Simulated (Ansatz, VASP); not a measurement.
**Two plane-wave programs on Ga4AsP3**

File INCAR:

```
ALGO     = Normal         # electronic algorithm
EDIFF    = 1E-6           # SCF threshold, eV
EDIFFG   = -0.001         # ionic threshold
ENCUT    = 600            # plane-wave cutoff, eV
GGA      = PE             # functional
IBRION   = 2              # ionic algorithm
ISIF     = 3              # what is computed and relaxed
ISMEAR   = 0              # smearing method
LASPH    = T              # aspherical terms in the spheres
LCHARG   = F              # write CHGCAR
LREAL    = F              # projectors in reciprocal space
LWAVE    = F              # write WAVECAR
NELM     = 80             # most SCF steps
NSW      = 80             # ionic steps
PREC     = Accurate       # precision mode
SIGMA    = 0.01           # smearing width, eV
```

File KPOINTS:

```
k-points
0
Gamma
  6 6 6
```

File POSCAR:

```
Ga4AsP3
1.0
    5.5637786000      0.0000000000      0.0000000000
    0.0000000000      5.5637786000      0.0000000000
    0.0000000000      0.0000000000      5.5637786000
Ga P As
4 3 1
Direct
    0.7545030000      0.7545030000      0.2454970000
    0.7545030000      0.2454970000      0.7545030000
    0.2454970000      0.7545030000      0.7545030000
    0.2454970000      0.2454970000      0.2454970000
    0.5000000000      0.0000000000      0.0000000000
    0.0000000000      0.5000000000      0.0000000000
    0.0000000000      0.0000000000      0.5000000000
    0.5000000000      0.5000000000      0.5000000000
```

Input for Ansatz:

```yaml
crystal:
  lattice:
    - [5.5637786, 0.0, 0.0]
    - [0.0, 5.5637786, 0.0]
    - [0.0, 0.0, 5.5637786]
  atoms:
    - { symbol: Ga, position: [0.754503, 0.754503, 0.245497] }
    - { symbol: Ga, position: [0.754503, 0.245497, 0.754503] }
    - { symbol: Ga, position: [0.245497, 0.754503, 0.754503] }
    - { symbol: Ga, position: [0.245497, 0.245497, 0.245497] }
    - { symbol: P, position: [0.5, 0.0, 0.0] }
    - { symbol: P, position: [0.0, 0.5, 0.0] }
    - { symbol: P, position: [0.0, 0.0, 0.5] }
    - { symbol: As, position: [0.5, 0.5, 0.5] }
basis:
  ecutwfc: 420
kpoints:
  mp_grid: { grid: [6, 6, 6] }
hamiltonian:
  xc: pbe
scf:
  occupations: { method: fixed }
output:
  forces: true
  stress: true
  eigenvalues: true
relax:
  adjacent_minimum: "off"
  f_tol: 0.001
  max_steps: 60
  cell: { stress_tol: 0.01 }
```

Alike in both runs: task relaxation of cell and atoms; functional PBE; k mesh 6 × 6 × 6; no spin polarisation.

```csv
,VASP,Ansatz
version,VASP 6.6.1,Ansatz 0.2.0
potentials or method,"VASP PAW PBE potentials, release 64 (Ga_d, P, As), cutoff 600 eV","scalar-relativistic, plane waves, PAW"
occupations,"gaussian, width 0.01 eV",fixed
valence electrons in the cell,72,82
```

Ansatz gave:

```
gap on the k mesh at the Fermi level, each at its own relaxed structure (eV) : 1.16
relaxed volume (Å³/atom)                                                     : 21.53
relaxed length of the cell vector where the two differ most in proportion (Å)              : 5.564
```

Problem. What did VASP give for the same quantities?

Solution. gap on the k mesh at the Fermi level, each at its own relaxed structure (eV): 1.15; relaxed volume (Å³/atom): 21.55; relaxed length of the cell vector where the two differ most in proportion (Å): 5.565.

VASP's potentials hold 72 valence electrons a cell and Ansatz's 82, so a difference there can come from the potentials and not from the codes.
